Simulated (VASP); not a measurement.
BP: single point with PBE

BP:

```xyz
2
Lattice="0.0000 2.3135 2.3135 2.3135 0.0000 2.3135 2.3135 2.3135 0.0000" Properties=species:S:1:pos:R:3 pbc="T T T"
B     0.0000    0.0000    0.0000
P     3.4703    3.4703    3.4703
```

| Item | Value |
| --- | --- |
| Program | VASP 6.6.1 |
| Task | single point |
| Functional | PBE |
| Potentials or basis | VASP PAW PBE potentials, release 64 (B, P) |
| Cutoff | 520 eV |
| k mesh | 15 × 15 × 15 |
| Occupations | fermi-dirac, width 0.05 eV |
| Spin | no spin polarisation |

```yaml
Pressure: -7.7 GPa
Band_gap_on_the_k_mesh: 1.32 eV (least direct gap 3.32 eV)
```

Levels at points of the mesh, in eV from the valence-band top:
```tsv
k point	band 1	band 2	band 3	band 4	band 5	band 6	band 7	band 8
(0.00, 0.00, 0.00)	-14.95	0.00	0.00	0.00	3.32	3.32	3.32	6.50
```

Run time: 8.3 s on 1 thread of Intel(R) Xeon(R) 6975P-C (Granite Rapids), with other jobs on the host, peak memory 0.15 GiB.

Caveat: the cell stands under tension; an odd mesh through Γ misses points on the zone boundary, where band edges can lie.
